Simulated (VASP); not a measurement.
# CaO (Fm-3m) in VASP: a series of runs

Runs on CaO. Level: r2SCAN. Tasks: single point.

Program: VASP 6.6.1. These are calculated values, not measurements. Logs are shortened: lines on timing, memory, paths and dates and some standing lists are left out, and cuts for length are marked.

## 1. The cell of the first run

Symmetry: Fm-3m, No. 225, cubic system. Conventional cell: a = 4.795 Å, b = 4.795 Å, c = 4.795 Å, α = 90.00°, β = 90.00°, γ = 90.00°. Within 3.2 Å of Ca (site symmetry m-3m) lie 6 O at 2.40 Å. Within 3.2 Å of O (site symmetry m-3m) lie 6 Ca at 2.40 Å.

## 2. Single point, r2SCAN

POSCAR reads:

```
CaO
1.0
    0.0000000000      2.3974236343      2.3974236343
    2.3974236343      0.0000000000      2.3974236343
    2.3974236343      2.3974236343      0.0000000000
Ca O
1 1
Direct
    0.5000000000      0.5000000000      0.5000000000
    0.0000000000      0.0000000000      0.0000000000
```

INCAR.step1 reads:

```
SYSTEM = CaO
  ALGO = Normal
  EDIFF = 1E-4
  ENCUT = 520
  GGA = PE
  ISMEAR = 0
  LASPH = .True.
  LCHARG = .False.
  LREAL = .False.
  LWAVE = .True.
  NBANDS = 15
  NELM = 60
  PREC = Accurate
  SIGMA = 0.05
```

INCAR.step2 reads:

```
SYSTEM = CaO
  ALGO = Normal
  EDIFF = 1E-7
  ENCUT = 520
  ISIF = 2
  ISMEAR = 0
  ISTART = 1
  LASPH = .True.
  LCHARG = .True.
  LELF = .True.
  LMIXTAU = .True.
  LREAL = .False.
  LVHAR = .True.
  LWAVE = .False.
  METAGGA = R2SCAN
  NBANDS = 15
  NELM = 60
  PREC = Accurate
  SIGMA = 0.05
```

KPOINTS reads:

```
k-points
0
Gamma
  8 8 8
  0 0 0
```

Potentials or basis: VASP PAW PBE potentials, release 64 (Ca_sv, O).

Run with:

```console
$ cat potpaw_PBE.64/Ca_sv/POTCAR potpaw_PBE.64/O/POTCAR > POTCAR
$ cp INCAR.step1 INCAR
$ mpirun -np 1 vasp_std > vasp.out
$ cp INCAR.step2 INCAR
$ mpirun -np 1 vasp_std > vasp.out
```

OUTCAR:

```text
SYSTEM = CaO
   EDIFF = 1E-7
   ENCUT = 520
   ISIF = 2
   ISMEAR = 0
   ISTART = 1
   LASPH = .True.
   LREAL = .False.
   METAGGA = R2SCAN
   NELM = 60
   PREC = Accurate

 ion  position               nearest neighbor table
   1  0.500  0.500  0.500-   2 2.40   2 2.40   2 2.40   2 2.40   2 2.40   2 2.40
   2  0.000  0.000  0.000-   1 2.40   1 2.40   1 2.40   1 2.40   1 2.40   1 2.40

  LATTYP: Found a face centered cubic cell.
 ALAT       =     4.7948472686

  Lattice vectors:

 A1 = (   0.0000000000,   2.3974236343,   2.3974236343)
 A2 = (   2.3974236343,   0.0000000000,   2.3974236343)
 A3 = (   2.3974236343,   2.3974236343,   0.0000000000)

Analysis of symmetry for initial positions (statically):
=====================================================================
 Subroutine PRICEL returns:
 Original cell was already a primitive cell.

 Routine SETGRP: Setting up the symmetry group for a
 face centered cubic supercell.

 Subroutine GETGRP returns: Found 48 space group operations
 (whereof 48 operations were pure point group operations)
 out of a pool of 48 trial point group operations.

The static configuration has the point symmetry O_h .

Analysis of symmetry for dynamics (positions and initial velocities):
=====================================================================
 Subroutine PRICEL returns:
 Original cell was already a primitive cell.

 Routine SETGRP: Setting up the symmetry group for a
 face centered cubic supercell.

 Subroutine GETGRP returns: Found 48 space group operations
 (whereof 48 operations were pure point group operations)
 out of a pool of 48 trial point group operations.

The dynamic configuration has the point symmetry O_h .

 Subroutine INISYM returns: Found 48 space group operations
 (whereof 48 operations are pure point group operations),
 and found     1 'primitive' translations

----------------------------------------------------------------------------------------

                                     Primitive cell

  volume of cell :      27.5591

  direct lattice vectors                    reciprocal lattice vectors
     0.000000000  2.397423634  2.397423634    -0.208557217  0.208557217  0.208557217
     2.397423634  0.000000000  2.397423634     0.208557217 -0.208557217  0.208557217
     2.397423634  2.397423634  0.000000000     0.208557217  0.208557217 -0.208557217

  length of vectors
     3.390469018  3.390469018  3.390469018     0.361231695  0.361231695  0.361231695

  position of ions in fractional coordinates (direct lattice)
[... 90 lines left out ...]
   NELECT =      16.0000    total number of electrons
   NUPDOWN=      -1.0000    fix difference up-down
   EMIN   =  10.00;   EMAX   =-10.00  energy-range for DOS
   EFERMI =   0.00;   METHOD = LEGACY
   ISMEAR =     0;   SIGMA  =   0.05  broadening in eV -4-tet -1-fermi 0-gaus
   EFERMI_NEDOS =   21; number of points for ismear=-14 and -15
   IALGO  =     38    algorithm
   IMIX   =      4    mixing-type and parameters
     AMIX     =   0.40;   BMIX     =  1.00
     AMIX_MAG =   1.60;   BMIX_MAG =  1.00
  volume/ion in A,a.u.               =      13.78        92.99
  Fermi-wavevector in a.u.,A,eV,Ry     =   1.365715  2.580827 25.377276  1.865177
  Thomas-Fermi vector in A             =   2.491919
   LORBIT       =      0    0 simple, 1 ext, 2 COOP (PROOUT), +10 PAW based schemes
   METAGGA = R2SCAN    functional components
   LHFCALC =     F    Hartree Fock is set to
   AEXX    =    0.0000 exact exchange contribution
   IVDW    =     0    specifies the selected vdW correction
   LEPSILON=     F    determine dielectric tensor
   LRPA    =     F    only Hartree local field effects (RPA)
 non-spin polarized calculation
 Gauss-broadening in eV      SIGMA  =   0.05
  energy-cutoff  :      520.00
  volume of cell :       27.56
 maximum number of plane-waves:       754
 NGX is ok and might be reduce to    28
   NGX = 13   NGY = 13   NGZ = 13

 number of electron      15.9999997 magnetization

 Free energy of the ion-electron system (eV)
  ---------------------------------------------------
  ext. energy  EPLUGINS =         0.00000000
  ---------------------------------------------------
  free energy    TOTEN  =       -19.45301901 eV

  energy without entropy =      -19.45301901  energy(sigma->0) =      -19.45301901

 E-fermi :   2.4063     XC(G=0): -11.1126

 val. band max:        2.0557730984   @ k =   0.0000   0.0000   0.0000
 cond. band min:       6.2424746391   @ k =   0.5000   0.5000   0.0000
 fundamental gap:      4.1867015407
 Fermi energy:         2.4063324025

 k-point     1 :       0.0000    0.0000    0.0000
  band No.  band energies     occupation
      1     -36.9698      2.00000
      2     -16.8565      2.00000
      3     -16.8565      2.00000
      4     -16.8564      2.00000
      5     -14.4315      2.00000
      6       2.0558      2.00000
      7       2.0558      2.00000
      8       2.0558      2.00000
      9       7.5454      0.00000
     10       8.9267      0.00000
     11       8.9267      0.00000
     12       8.9267      0.00000
     13      10.5351      0.00000
     14      10.5351      0.00000
[... 401 lines left out ...]
      2     -17.8429      2.00000
      3     -17.0972      2.00000
      4     -16.9832      2.00000
      5     -13.4314      2.00000
      6       0.0198      2.00000
      7       0.9306      2.00000
      8       0.9933      2.00000
      9       9.4654      0.00000
     10       9.5542      0.00000
     11      11.5508      0.00000
     12      11.7834      0.00000
     13      13.0905      0.00000
     14      14.8608      0.00000
     15      17.0298      0.00000

 [... further k-points ...]

------------------------ aborting loop because EDIFF is reached ----------------------------------------

  FORCE on cell =-STRESS in cart. coord.  units (eV):
  Direction    XX          YY          ZZ          XY          YZ          ZX
  --------------------------------------------------------------------------------------
  -------------------------------------------------------------------------------------
  Total        0.1851988      0.1851988      0.1851988     -0.0000000      0.0000000     -0.0000000
  in kB       10.7667428     10.7667428     10.7667428     -0.0000000      0.0000000     -0.0000000
  external PRESSURE =      10.7667428 kB  Pullay stress =       0.0000000 kB

 VOLUME and BASIS-vectors are now :
 -----------------------------------------------------------------------------
  energy-cutoff  :      520.00
  volume of cell :       27.56
      direct lattice vectors                 reciprocal lattice vectors
     0.000000000  2.397423634  2.397423634    -0.208557217  0.208557217  0.208557217
     2.397423634  0.000000000  2.397423634     0.208557217 -0.208557217  0.208557217
     2.397423634  2.397423634  0.000000000     0.208557217  0.208557217 -0.208557217

 POSITION                                       TOTAL-FORCE (eV/Angst)
 -----------------------------------------------------------------------------------
      2.39742      2.39742      2.39742         0.000000      0.000000      0.000000
      0.00000      0.00000      0.00000        -0.000000     -0.000000      0.000000
 -----------------------------------------------------------------------------------
    total drift:                                0.000000      0.000000      0.000000

  FREE ENERGIE OF THE ION-ELECTRON SYSTEM (eV)
  ---------------------------------------------------
  free  energy   TOTEN  =       -19.4530190108 eV

  energy  without entropy=      -19.4530190108  energy(sigma->0) =      -19.45301901
```

OUTCAR.step1:

```text
SYSTEM = CaO
   EDIFF = 1E-4
   ENCUT = 520
   GGA = PE
   ISMEAR = 0
   LASPH = .True.
   LREAL = .False.
[... 653 lines left out ...]
      2.39742      2.39742      2.39742        -0.000000     -0.000000     -0.000000
      0.00000      0.00000      0.00000         0.000000      0.000000      0.000000
 -----------------------------------------------------------------------------------
    total drift:                                0.000000      0.000000      0.000000

  FREE ENERGIE OF THE ION-ELECTRON SYSTEM (eV)
  ---------------------------------------------------
  free  energy   TOTEN  =       -12.7976212952 eV

  energy  without entropy=      -12.7976212952  energy(sigma->0) =      -12.79762130
```

Run time: 73 s. Hardware: 1 thread of AMD EPYC 7R13 (Zen 3), shared host; peak memory 0.14 GiB.

What came out:

```yaml
Free_energy: -19.4530 eV
Pressure: 1.1 GPa
Band_gap_on_the_k_mesh: 4.19 eV, indirect (least direct gap 4.56 eV)
```

Levels at points of the mesh, in eV from the valence-band top:
```csv
k point,band 4,band 5,band 6,band 7,band 8,band 9,band 10,band 11,band 12,band 13
"(0.00, 0.00, 0.00)",-18.91,-16.49,0.00,0.00,0.00,5.49,6.87,6.87,6.87,8.48
"(0.50, 0.00, 0.00)",-18.96,-15.18,-2.62,-1.21,-1.21,7.73,9.09,9.09,9.27,11.26
"(0.50, 0.50, 0.00)",-19.14,-16.27,-1.29,-0.37,-0.37,4.19,8.82,9.67,10.28,10.28
```

Caveat: the PAW data sets were made with another functional, which shifts forces and pressure a little. r2SCAN opens gaps a little over a GGA but as a rule still falls short of measured ones.

## 3. Single point, r2SCAN

POSCAR is that of step 2.

INCAR.step1 reads:

```
SYSTEM = CaO
PREC = Accurate
ENCUT = 520
ISMEAR = -4
SIGMA = 0.1
LREAL = .False.
LASPH = .True.
NELM = 60
NBANDS = 15
GGA = PE
ALGO = Normal
EDIFF = 1E-4
LWAVE = .True.
LCHARG = .False.
```

INCAR.step2 reads:

```
SYSTEM = CaO
PREC = Accurate
ENCUT = 520
EDIFF = 1E-7
ISMEAR = -4
SIGMA = 0.1
LREAL = .False.
LASPH = .True.
NELM = 60
ALGO = Normal
ISIF = 2
LWAVE = .False.
LCHARG = .False.
METAGGA = R2SCAN
LMIXTAU = .True.
NBANDS = 15
ISTART = 1
```

KPOINTS reads:

```
regular mesh
0
Gamma
  8 8 8
  0 0 0
```

Potentials or basis: VASP PAW PBE potentials, release 64 (Ca_sv, O).

Run with:

```console
$ cat potpaw_PBE.64/Ca_sv/POTCAR potpaw_PBE.64/O/POTCAR > POTCAR
$ cp INCAR.step1 INCAR
$ mpirun -np 1 vasp_std > vasp.out
$ cp INCAR.step2 INCAR
$ mpirun -np 1 vasp_std > vasp.out
```

It took 78 s on 1 thread of AMD EPYC 7R13 (Zen 3), shared host; peak memory 0.14 GiB.

It converged, with:

- Free energy: -19.4530 eV
- Pressure: 1.1 GPa
- Band gap on the k mesh: 4.19 eV, indirect (least direct gap 4.56 eV)

Levels at points of the mesh, in eV from the valence-band top:
| k point | band 4 | band 5 | band 6 | band 7 | band 8 | band 9 | band 10 | band 11 | band 12 | band 13 |
| --- | --- | --- | --- | --- | --- | --- | --- | --- | --- | --- |
| (0.00, 0.00, 0.00) | -18.91 | -16.49 | 0.00 | 0.00 | 0.00 | 5.49 | 6.87 | 6.87 | 6.87 | 8.48 |
| (0.50, 0.00, 0.00) | -18.96 | -15.18 | -2.62 | -1.21 | -1.21 | 7.73 | 9.09 | 9.09 | 9.27 | 11.26 |
| (0.50, 0.50, 0.00) | -19.14 | -16.27 | -1.29 | -0.37 | -0.37 | 4.19 | 8.82 | 9.67 | 10.28 | 10.28 |

Caveat: the PAW data sets were made with another functional, which shifts forces and pressure a little.

## 4. Single point, r2SCAN

POSCAR is that of step 3.

INCAR.step1 reads:

```
SYSTEM = CaO
ALGO = Normal
EDIFF = 1E-4
ENCUT = 520
GGA = PE
ISMEAR = -1
LASPH = .True.
LCHARG = .False.
LREAL = .False.
LWAVE = .True.
NBANDS = 15
NELM = 60
PREC = Accurate
SIGMA = 0.1
```

INCAR.step2 reads:

```
SYSTEM = CaO
ALGO = Normal
EDIFF = 1E-6
ENCUT = 520
ISIF = 2
ISMEAR = -1
ISTART = 1
LASPH = .True.
LCHARG = .False.
LMIXTAU = .True.
LREAL = .False.
LWAVE = .False.
METAGGA = R2SCAN
NBANDS = 15
NELM = 60
PREC = Accurate
SIGMA = 0.1
```

KPOINTS reads:

```
k-points
0
Gamma
  8 8 8
  0 0 0
```

Potentials or basis: VASP PAW PBE potentials, release 64 (Ca_sv, O).

Run with:

```console
$ cat potpaw_PBE.64/Ca_sv/POTCAR potpaw_PBE.64/O/POTCAR > POTCAR
$ cp INCAR.step1 INCAR
$ mpirun -np 1 vasp_std > vasp.out
$ cp INCAR.step2 INCAR
$ mpirun -np 1 vasp_std > vasp.out
```

OUTCAR:

```text
SYSTEM = CaO
   EDIFF = 1E-6
   ENCUT = 520
   ISIF = 2
   ISMEAR = -1
   ISTART = 1
   LASPH = .True.
   LREAL = .False.
   METAGGA = R2SCAN
   NELM = 60
   PREC = Accurate

 ion  position               nearest neighbor table
   1  0.500  0.500  0.500-   2 2.40   2 2.40   2 2.40   2 2.40   2 2.40   2 2.40
   2  0.000  0.000  0.000-   1 2.40   1 2.40   1 2.40   1 2.40   1 2.40   1 2.40

  LATTYP: Found a face centered cubic cell.
 ALAT       =     4.7948472686

  Lattice vectors:

[... 620 lines left out ...]

  FORCE on cell =-STRESS in cart. coord.  units (eV):
  Direction    XX          YY          ZZ          XY          YZ          ZX
  --------------------------------------------------------------------------------------
  -------------------------------------------------------------------------------------
  Total        0.1814687      0.1814687      0.1814687      0.0000000      0.0000000     -0.0000000
  in kB       10.5498911     10.5498911     10.5498911      0.0000000      0.0000000     -0.0000000
  external PRESSURE =      10.5498911 kB  Pullay stress =       0.0000000 kB

 VOLUME and BASIS-vectors are now :
 -----------------------------------------------------------------------------
  energy-cutoff  :      520.00
  volume of cell :       27.56
      direct lattice vectors                 reciprocal lattice vectors
     0.000000000  2.397423634  2.397423634    -0.208557217  0.208557217  0.208557217
     2.397423634  0.000000000  2.397423634     0.208557217 -0.208557217  0.208557217
     2.397423634  2.397423634  0.000000000     0.208557217  0.208557217 -0.208557217

 POSITION                                       TOTAL-FORCE (eV/Angst)
 -----------------------------------------------------------------------------------
      2.39742      2.39742      2.39742        -0.000000     -0.000000      0.000000
      0.00000      0.00000      0.00000         0.000000      0.000000     -0.000000
 -----------------------------------------------------------------------------------
    total drift:                                0.000000      0.000000      0.000000

  FREE ENERGIE OF THE ION-ELECTRON SYSTEM (eV)
  ---------------------------------------------------
  free  energy   TOTEN  =       -19.4530187439 eV

  energy  without entropy=      -19.4530187437  energy(sigma->0) =      -19.45301874
```

It took 73 s on 1 thread of AMD EPYC 7R13 (Zen 3), shared host; peak memory 0.14 GiB.

Results:

| Property | Result |
| --- | --- |
| Free energy | -19.4530 eV |
| Pressure | 1.1 GPa |
| Band gap on the k mesh | 4.19 eV, indirect (least direct gap 4.56 eV) |

Caveat: the PAW data sets were made with another functional, which shifts forces and pressure a little. A k mesh can miss the band edges.

## 5. Single point, r2SCAN

POSCAR is that of step 4.

INCAR.step1 reads:

```
PREC = Accurate ; ENCUT = 520
ISMEAR = 0 ; SIGMA = 0.05
LREAL = F ; LASPH = T
NELM = 80 ; NBANDS = 15
GGA = PE ; ALGO = Normal
EDIFF = 1E-4 ; LWAVE = T
LCHARG = F
```

INCAR.step2 reads:

```
PREC = Accurate ; ENCUT = 520
EDIFF = 1E-6 ; ISMEAR = 0
SIGMA = 0.05 ; LREAL = F
LASPH = T ; NELM = 80
ALGO = Normal ; ISIF = 2
LWAVE = F ; LCHARG = F
METAGGA = R2SCAN ; LMIXTAU = T
NBANDS = 15 ; ISTART = 1
```

KPOINTS reads:

```
regular mesh
0
Gamma
  8 8 8
```

Run with:

```console
$ cat potpaw_PBE.64/Ca_sv/POTCAR potpaw_PBE.64/O/POTCAR > POTCAR
$ cp INCAR.step1 INCAR
$ mpirun -np 1 vasp_std > vasp.out
$ cp INCAR.step2 INCAR
$ mpirun -np 1 vasp_std > vasp.out
```

Run time: 70 s. Hardware: 1 thread of AMD EPYC 7R13 (Zen 3), shared host; peak memory 0.14 GiB.

Results (log left out):

```yaml
Free_energy: -19.4530 eV
Pressure: 1.1 GPa
Band_gap_on_the_k_mesh: 4.19 eV, indirect (least direct gap 4.56 eV)
```

Levels at points of the mesh, in eV from the valence-band top:
```csv
k point,band 6,band 7,band 8,band 9,band 10,band 11
"(0.00, 0.00, 0.00)",0.00,0.00,0.00,5.49,6.87,6.87
"(0.50, 0.00, 0.00)",-2.62,-1.21,-1.21,7.73,9.09,9.09
"(0.50, 0.50, 0.00)",-1.29,-0.37,-0.37,4.19,8.82,9.67
```

Caveat: the PAW data sets were made with another functional, which shifts forces and pressure a little. r2SCAN opens gaps a little over a GGA but as a rule still falls short of measured ones.

## 6. Single point, r2SCAN (volume scaled by 1.020)

POSCAR reads:

```
CaO
1.0
    0.0000000000      2.4133010747      2.4133010747
    2.4133010747      0.0000000000      2.4133010747
    2.4133010747      2.4133010747      0.0000000000
Ca O
1 1
Direct
    0.5000000000      0.5000000000      0.5000000000
    0.0000000000      0.0000000000      0.0000000000
```

INCAR.step1 reads:

```
SYSTEM = CaO
  PREC = Accurate
  ENCUT = 520
  ISMEAR = 0
  SIGMA = 0.05
  LREAL = .False.
  LASPH = .True.
  NELM = 60
  NBANDS = 15
  GGA = PE
  ALGO = Normal
  EDIFF = 1E-4
  LWAVE = .True.
  LCHARG = .False.
```

INCAR.step2 reads:

```
SYSTEM = CaO
  PREC = Accurate
  ENCUT = 520
  EDIFF = 1E-7
  ISMEAR = 0
  SIGMA = 0.05
  LREAL = .False.
  LASPH = .True.
  NELM = 60
  ALGO = Normal
  ISIF = 2
  LWAVE = .False.
  LCHARG = .False.
  METAGGA = R2SCAN
  LMIXTAU = .True.
  NBANDS = 15
  ISTART = 1
```

KPOINTS reads:

```
Automatic mesh
0
Gamma
  8 8 8
  0 0 0
```

Potentials or basis: VASP PAW PBE potentials, release 64 (Ca_sv, O).

Run with:

```console
$ cat potpaw_PBE.64/Ca_sv/POTCAR potpaw_PBE.64/O/POTCAR > POTCAR
$ cp INCAR.step1 INCAR
$ mpirun -np 1 vasp_std > vasp.out
$ cp INCAR.step2 INCAR
$ mpirun -np 1 vasp_std > vasp.out
```

Wall time 86 s (1 thread of AMD EPYC 7R13 (Zen 3), shared host); peak memory 0.14 GiB.

It converged, with:

```yaml
Free_energy: -19.4533 eV
Pressure: -1.2 GPa
Band_gap_on_the_k_mesh: 4.19 eV, indirect (least direct gap 4.57 eV)
```

Levels at points of the mesh, in eV from the valence-band top:
```csv
k point,band 4,band 5,band 6,band 7,band 8,band 9,band 10,band 11,band 12,band 13
"(0.00, 0.00, 0.00)",-19.01,-16.45,0.00,0.00,0.00,5.32,6.82,6.82,6.82,8.39
"(0.50, 0.00, 0.00)",-19.06,-15.23,-2.58,-1.17,-1.17,7.64,8.98,8.98,9.11,11.09
"(0.50, 0.50, 0.00)",-19.23,-16.23,-1.30,-0.38,-0.38,4.19,8.67,9.56,10.15,10.15
```

Caveat: the PAW data sets were made with another functional, which shifts forces and pressure a little.

## 7. The runs side by side

| cell | smearing | gap on the mesh (eV) | pressure (GPa) |
| --- | --- | --- | --- |
| a = 3.390 Å, angles 60.0°, 2 atoms | gaussian 0.05 eV | 4.19 | 1.1 |
| a = 3.390 Å, angles 60.0°, 2 atoms | tetrahedron | 4.19 | 1.1 |
| a = 3.390 Å, angles 60.0°, 2 atoms | fermi-dirac 0.1 eV | 4.19 | 1.1 |
| a = 3.413 Å, angles 60.0°, 2 atoms | gaussian 0.05 eV | 4.19 | -1.2 |

Alike in all rows: task single point; level r2SCAN; potentials or basis VASP PAW PBE potentials, release 64 (Ca_sv, O); no spin polarisation; k mesh 8 × 8 × 8; cutoff (eV) 520.

On the cell as given the gap runs from 4.19 eV (r2SCAN) to 4.19 eV (r2SCAN).

Caveats: the PAW data sets were made with another functional, which shifts forces and pressure a little.

Absolute energies hang on the potentials; compare differences alone.
